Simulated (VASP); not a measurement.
# BN in VASP: a series of runs

The runs below take BN through single point, relaxation of cell and atoms, with PBE.

Program: VASP 6.6.1. These are calculated values, not measurements. Logs are shortened: lines on timing, memory, paths and dates and some standing lists are left out, and cuts for length are marked.

## 1. The cell of the first run

The typed cell holds 8 atoms: a = 2.513 Å, b = 4.352 Å, c = 8.444 Å, α = 100.65°, β = 91.96°, γ = 89.99°.

## 2. Single point, PBE

Input file INCAR:

```
SYSTEM = BN
PREC = Accurate
ENCUT = 520
EDIFF = 1E-6
ISMEAR = 0
SIGMA = 0.1
LREAL = .False.
LASPH = .True.
NELM = 100
ALGO = Normal
ISIF = 2
LWAVE = .False.
LCHARG = .False.
GGA = PE
NBANDS = 26
```

Input file KPOINTS:

```
regular mesh
0
Gamma
  6 4 2
  0 0 0
```

Input file POSCAR:

```
BN
1.0
    2.1759252551     -1.2561586961      0.0308018376
   -2.1756811093     -3.7684758423      0.0423855006
    0.5778404694      1.3751383822     -8.3109296357
B N
4 4
Direct
    0.9873857919      1.0033772210      0.9993597952
    0.5126186873      0.9962214135      0.4993162245
    0.4873793209      0.5033702221      0.9993541123
    1.0126108558      0.4962202142      0.4993090783
   -0.0126233561      0.6699942569      0.9993388154
    0.5126255934      0.6628469070      0.4992891072
    0.4873826110      0.1699911746      0.9993360787
    0.0126204760      0.1628446307      0.4992948884
```

Potentials or basis: VASP PAW PBE potentials, release 64 (B, N).

The run is started by

```
$ cat potpaw_PBE.64/B/POTCAR potpaw_PBE.64/N/POTCAR > POTCAR
$ mpirun -np 1 vasp_std > vasp.out
```

OUTCAR:

```text
SYSTEM = BN
   PREC = Accurate
   ENCUT = 520
   EDIFF = 1E-6
   ISMEAR = 0
   LREAL = .False.
   LASPH = .True.
   NELM = 100
   ISIF = 2
   GGA = PE

 ion  position               nearest neighbor table
   1  0.987  0.003  0.999-   7 1.45   7 1.45   5 1.45
   2  0.513  0.996  0.499-   8 1.45   8 1.45   6 1.45
   3  0.487  0.503  0.999-   5 1.45   5 1.45   7 1.45
   4  0.013  0.496  0.499-   6 1.45   6 1.45   8 1.45
   5  0.987  0.670  0.999-   3 1.45   3 1.45   1 1.45
   6  0.513  0.663  0.499-   4 1.45   4 1.45   2 1.45
   7  0.487  0.170  0.999-   1 1.45   1 1.45   3 1.45
   8  0.013  0.163  0.499-   2 1.45   2 1.45   4 1.45

  LATTYP: Found a triclinic cell.
 ALAT       =     8.4437229104
 B/A-ratio  =     0.5153701559
 C/A-ratio  =     0.2975790093
 COS(alpha) =     0.0000905209
 COS(beta)  =     0.0342211074
 COS(gamma) =     0.1848362478

  Lattice vectors:

 A1 = (  -0.5778404694,  -1.3751383822,   8.3109296357)
 A2 = (  -2.1756811093,  -3.7684758423,   0.0423855006)
 A3 = (   2.1759252551,  -1.2561586961,   0.0308018376)

Analysis of symmetry for initial positions (statically):
=====================================================================
 Subroutine PRICEL returns:
 Original cell was already a primitive cell.

 Routine SETGRP: Setting up the symmetry group for a
 triclinic supercell.

 Subroutine GETGRP returns: Found  1 space group operations
 (whereof  1 operations were pure point group operations)
 out of a pool of  2 trial point group operations.

The static configuration has the point symmetry C_1 .

Analysis of symmetry for dynamics (positions and initial velocities):
=====================================================================
 Subroutine PRICEL returns:
 Original cell was already a primitive cell.

 Routine SETGRP: Setting up the symmetry group for a
 triclinic supercell.

 Subroutine GETGRP returns: Found  1 space group operations
 (whereof  1 operations were pure point group operations)
 out of a pool of  2 trial point group operations.

The dynamic configuration has the point symmetry C_1 .

 Subroutine INISYM returns: Found  1 space group operations
 (whereof  1 operations are pure point group operations),
 and found     1 'primitive' translations

----------------------------------------------------------------------------------------

                                     Primitive cell

  volume of cell :      90.6801

  direct lattice vectors                    reciprocal lattice vectors
     2.175925255 -1.256158696  0.030801838     0.344742228 -0.199133495 -0.008979754
    -2.175681109 -3.768475842  0.042385501    -0.114661237 -0.199622243 -0.041001925
     0.577840469  1.375138382 -8.310929636     0.000692909 -0.001756093 -0.120565872

  length of vectors
     2.512674698  4.351642793  8.443722910     0.398223541  0.233831984  0.120580652

  position of ions in fractional coordinates (direct lattice)
     0.987385792  0.003377221  0.999359795
     0.512618687  0.996221414  0.499316224
     0.487379321  0.503370222  0.999354112
     0.012610856  0.496220214  0.499309078
     0.987376644  0.669994257  0.999338815
     0.512625593  0.662846907  0.499289107
     0.487382611  0.169991175  0.999336079
     0.012620476  0.162844631  0.499294888

  ion indices of the primitive-cell ions
   primitive index   ion index
                 1           1
                 2           2
                 3           3
                 4           4
                 5           5
                 6           6
                 7           7
                 8           8

----------------------------------------------------------------------------------------

 KPOINTS: regular mesh

Automatic generation of k-mesh.
 Grid dimensions read from file:
 generate k-points for:    6    4    2

 Generating k-lattice:

  Cartesian coordinates                     Fractional coordinates (reciprocal lattice)
     0.057457038 -0.033188916 -0.001496626     0.166666667 -0.000000000 -0.000000000
    -0.028665309 -0.049905561 -0.010250481     0.000000000  0.250000000  0.000000000
     0.000346455 -0.000878047 -0.060282936     0.000000000  0.000000000  0.500000000

  Length of vectors
     0.066370590  0.058457996  0.060290326

  Shift w.r.t. Gamma in fractional coordinates (k-lattice)
     0.000000000  0.000000000  0.000000000

 Subroutine IBZKPT returns following result:
 ===========================================

 Found     28 irreducible k-points:

 Following reciprocal coordinates:
            Coordinates               Weight
  0.000000  0.000000  0.000000      1.000000
  0.166667  0.000000  0.000000      2.000000
  0.333333  0.000000 -0.000000      2.000000
  0.500000  0.000000  0.000000      1.000000
  0.000000  0.250000  0.000000      2.000000
  0.166667  0.250000  0.000000      2.000000
[... 16 lines left out ...]
 -0.333333  0.250000  0.500000      2.000000
 -0.166667  0.250000  0.500000      2.000000
 [... further k-points ...]
   k-points           NKPTS =     28   k-points in BZ     NKDIM =     28   number of bands    NBANDS=     26
   number of dos      NEDOS =    301   number of ions     NIONS =      8
   total plane-waves  NPLWV =  40960
   dimension x,y,z NGX =    20 NGY =   32 NGZ =   64
   dimension x,y,z NGXF=    40 NGYF=   64 NGZF=  128
   ions per type =               4   4
   NGX,Y,Z   is equivalent  to a cutoff of  13.23, 12.22, 12.60 a.u.
   NGXF,Y,Z  is equivalent  to a cutoff of  26.47, 24.45, 25.20 a.u.
 SYSTEM =  BN
   PREC   = accura    normal or accurate (medium, high low for compatibility)
   ISTART =      0    job   : 0-new  1-cont  2-samecut
   ICHARG =      2    charge: 1-file 2-atom 10-const
   ISPIN  =      1    spin polarized calculation?
   LNONCOLLINEAR =      F non collinear calculations
   LSORBIT =      F    spin-orbit coupling
   LASPH  =      T    aspherical Exc in radial PAW
   ENCUT  =  520.0 eV  38.22 Ry    6.18 a.u.   4.67  8.09 15.70*2*pi/ulx,y,z
   NELM   =    100;   NELMIN=  2; NELMDL= -5     # of ELM steps
   EDIFF  = 0.1E-05   stopping-criterion for ELM
   LREAL  =      F    real-space projection
   EDIFFG = 0.1E-04   stopping-criterion for IOM
   NSW    =      0    number of steps for IOM
   IBRION =     -1    ionic relax: 0-MD 1-quasi-New 2-CG
   NFREE  =      0    steps in history (QN), initial steepest desc. (CG)
   ISIF   =      2    stress and relaxation
   ISYM   =      2    0-nonsym 1-usesym 2-fastsym
   POTIM  = 0.5000    time-step for ionic-motion
   TEBEG  =    0.0;   TEEND  =   0.0 temperature during run
   PSTRESS=    0.0 pullay stress
   NELECT =      32.0000    total number of electrons
   NUPDOWN=      -1.0000    fix difference up-down
   EMIN   =  10.00;   EMAX   =-10.00  energy-range for DOS
   EFERMI =   0.00;   METHOD = LEGACY
   ISMEAR =     0;   SIGMA  =   0.10  broadening in eV -4-tet -1-fermi 0-gaus
   EFERMI_NEDOS =   21; number of points for ismear=-14 and -15
   IALGO  =     38    algorithm
   IMIX   =      4    mixing-type and parameters
     AMIX     =   0.40;   BMIX     =  1.00
     AMIX_MAG =   1.60;   BMIX_MAG =  1.00
  volume/ion in A,a.u.               =      11.34        76.49
  Fermi-wavevector in a.u.,A,eV,Ry     =   1.156878  2.186182 18.209582  1.338367
  Thomas-Fermi vector in A             =   2.293494
   LORBIT       =      0    0 simple, 1 ext, 2 COOP (PROOUT), +10 PAW based schemes
   GGA     = PE    functional components
   LHFCALC =     F    Hartree Fock is set to
   AEXX    =    0.0000 exact exchange contribution
   IVDW    =     0    specifies the selected vdW correction
   LEPSILON=     F    determine dielectric tensor
   LRPA    =     F    only Hartree local field effects (RPA)
 non-spin polarized calculation
 Gauss-broadening in eV      SIGMA  =   0.10
  energy-cutoff  :      520.00
  volume of cell :       90.68
 maximum number of plane-waves:      2458
   NGX =  9   NGY = 17   NGZ = 31

 number of electron      31.9999995 magnetization

 Free energy of the ion-electron system (eV)
  ---------------------------------------------------
  ext. energy  EPLUGINS =         0.00000000
  ---------------------------------------------------
  free energy    TOTEN  =       -70.41144571 eV

  energy without entropy =      -70.41144571  energy(sigma->0) =      -70.41144571

 E-fermi :   1.1609     XC(G=0):  -8.6191

 val. band max:        0.6522722969   @ k =   0.3333   0.0000   0.5000
 cond. band min:       5.0449903996   @ k =   0.0000   0.0000   0.0000
 fundamental gap:      4.3927181027
 Fermi energy:         1.1609381386

 k-point     1 :       0.0000    0.0000    0.0000
  band No.  band energies     occupation
      1     -16.9897      2.00000
      2     -16.9466      2.00000
      3     -13.9159      2.00000
      4     -13.9077      2.00000
      5      -8.2167      2.00000
      6      -8.1985      2.00000
[... 18 lines left out ...]
     25      12.1471      0.00000
     26      12.1564      0.00000

 k-point     2 :       0.1667    0.0000    0.0000
  band No.  band energies     occupation
      1     -16.5942      2.00000
      2     -16.5537      2.00000
      3     -13.6750      2.00000
      4     -13.6683      2.00000
      5      -7.8964      2.00000
      6      -7.8801      2.00000
[... 18 lines left out ...]
     25      12.2284      0.00000
     26      12.2652      0.00000

 k-point     3 :       0.3333    0.0000   -0.0000
  band No.  band energies     occupation
      1     -15.4848      2.00000
      2     -15.4523      2.00000
      3     -13.3395      2.00000
      4     -13.3385      2.00000
      5      -7.2129      2.00000
      6      -7.2114      2.00000
[... 572 lines left out ...]
 k-point    23 :      -0.3333    0.2500    0.5000
  band No.  band energies     occupation
      1     -15.2268      2.00000
      2     -15.2216      2.00000
      3     -13.7499      2.00000
      4     -13.7371      2.00000
      5      -7.4768      2.00000
      6      -7.4555      2.00000
[... 18 lines left out ...]
     25      11.7277      0.00000
     26      12.8777      0.00000

 k-point    24 :      -0.1667    0.2500    0.5000
  band No.  band energies     occupation
      1     -16.2902      2.00000
      2     -16.2817      2.00000
      3     -14.3492      2.00000
      4     -14.3323      2.00000
      5      -6.8480      2.00000
      6      -6.8456      2.00000
[... 18 lines left out ...]
     25      12.0157      0.00000
     26      12.2351      0.00000

 [... further k-points ...]
[... 5 lines left out ...]
  --------------------------------------------------------------------------------------
  -------------------------------------------------------------------------------------
  Total       -0.0047760     -0.0085080     -0.0250894      0.0372287      0.0043330     -0.0057952
  in kB       -0.0843847     -0.1503236     -0.4432918      0.6577745      0.0765581     -0.1023922
  external PRESSURE =      -0.2260000 kB  Pullay stress =       0.0000000 kB

 VOLUME and BASIS-vectors are now :
 -----------------------------------------------------------------------------
  energy-cutoff  :      520.00
  volume of cell :       90.68
      direct lattice vectors                 reciprocal lattice vectors
     2.175925255 -1.256158696  0.030801838     0.344742228 -0.199133495 -0.008979754
    -2.175681109 -3.768475842  0.042385501    -0.114661237 -0.199622243 -0.041001925
     0.577840469  1.375138382 -8.310929636     0.000692909 -0.001756093 -0.120565872

 POSITION                                       TOTAL-FORCE (eV/Angst)
 -----------------------------------------------------------------------------------
      2.71860      0.12122     -8.27505        -0.000742     -0.002016      0.000214
     -0.76352     -3.71154     -4.09177        -0.001059     -0.004075      0.000523
      0.54280     -1.13491     -8.26921        -0.001363     -0.003356     -0.000542
     -0.76366     -1.19922     -4.12830         0.000085     -0.004270     -0.000152
      1.26822     -2.39093     -8.24662         0.001946      0.003111      0.000214
     -0.03820     -2.45527     -4.10567        -0.000304      0.004766     -0.000119
      1.26812      0.12139     -8.28319         0.001403      0.002755     -0.000109
     -0.03832      0.05707     -4.14231         0.000035      0.003085     -0.000028
 -----------------------------------------------------------------------------------
    total drift:                                0.000152     -0.000100      0.000233

  FREE ENERGIE OF THE ION-ELECTRON SYSTEM (eV)
  ---------------------------------------------------
  free  energy   TOTEN  =       -70.4114457073 eV

  energy  without entropy=      -70.4114457073  energy(sigma->0) =      -70.41144571
```

Wall time 29 s (1 thread of AMD EPYC 9R45 (Zen 5), shared host); peak memory 0.18 GiB.

What came out:

| Property | Result |
| --- | --- |
| Free energy | -70.4114 eV |
| Pressure | 0.0 GPa |
| Largest force | 0.005 eV/Å |
| Band gap on the k mesh | 4.39 eV |

Forces in eV/Å, atoms in the order of the input:
```
B   -0.001 -0.002  0.000
B   -0.001 -0.004  0.001
B   -0.001 -0.003 -0.001
B    0.000 -0.004  0.000
N    0.002  0.003  0.000
N    0.000  0.005  0.000
N    0.001  0.003  0.000
N    0.000  0.003  0.000
```

A k mesh can miss the band edges. Expect the measured gap to be larger: semilocal functionals such as PBE lack the derivative discontinuity.

## 3. Relaxation of cell and atoms, PBE

This run uses another cell than the first one: it holds 2 atoms, not 8.

Input file INCAR:

```
SYSTEM = BN
PREC = Accurate ; ENCUT = 910
EDIFF = 1E-7 ; ISMEAR = 0
SIGMA = 0.02 ; LREAL = .FALSE.
LASPH = .TRUE. ; NELM = 120
ALGO = Normal ; ISIF = 3
LWAVE = .FALSE. ; LCHARG = .FALSE.
GGA = PE ; IBRION = 2
NSW = 100 ; EDIFFG = -0.01
GGA_COMPAT = .FALSE. ; NELMIN = 4
```

Input file KPOINTS:

```
Automatic mesh
0
G
  10 10 6
  0 0 0
```

Input file POSCAR:

```
BN
1.0
    2.1758173620     -1.2561772780      0.0000000000
    2.1758173620      1.2561772780      0.0000000000
   -1.4008572205      0.0000000000      3.8617495171
B N
1 1
Direct
    0.0004237991      0.0004237991      0.0012636983
    0.6671431809      0.6671431809      0.0014372517
```

Potentials or basis: VASP PAW PBE potentials, release 64 (B_h, N_h).

The run is started by

```
$ cat potpaw_PBE.64/B_h/POTCAR potpaw_PBE.64/N_h/POTCAR > POTCAR
$ mpirun -np 1 vasp_std > vasp.out
```

Wall time 46 s (1 thread of Intel Xeon 6975P-C (Granite Rapids), shared host); peak memory 0.21 GiB.

Results (log left out):

```yaml
Free_energy: -17.6235 eV
Relaxed_volume: 10.54 Å³/atom
Relaxed_cell: a = 2.511 Å, b = 2.511 Å, c = 4.108 Å, α = 107.17°, β = 107.17°, γ = 60.00°
Space_group_after_relaxing_to_0.05_Å: Cm (No. 8)
Energy_gained_by_relaxing: 0.0 meV/atom
Ionic_steps: 3
Pressure_after_relaxing: 0.0 GPa
Band_gap_on_the_k_mesh: 4.55 eV, indirect (least direct gap 4.94 eV)
```

Final structure:
```xyz
2
Lattice="2.1746 -1.2555 0.0000 2.1746 1.2555 0.0000 -1.4002 0.0000 3.8620" Properties=species:S:1:pos:R:3 pbc="T T T"
B     0.0001    0.0000    0.0049
N     2.8996    0.0000    0.0055
```

Levels at points of the mesh, in eV from the valence-band top:
```tsv
k point	band 2	band 3	band 4	band 5	band 6	band 7
(0.00, 0.00, 0.00)	-4.62	-1.26	-1.26	4.67	11.64	11.64
(0.50, 0.00, 0.00)	-8.79	-4.03	-0.68	5.16	9.72	12.59
(0.50, 0.50, 0.00)	-8.75	-4.04	-0.92	4.60	9.88	13.44
(0.00, 0.00, 0.50)	-5.58	-1.27	-1.27	8.63	11.03	11.61
(0.50, 0.00, 0.50)	-8.75	-4.04	-0.95	4.55	9.90	13.53
(0.50, 0.50, 0.50)	-8.79	-4.03	-0.71	5.09	9.76	12.67
```

Caveat: the cutoff is under 1.25 times the usual one of these potentials, so pressure, stress and relaxed cells hold a basis-set (Pulay) error; this functional lacks dispersion, which binds the layers, so the pressure and a relaxed spacing across them are unreliable.
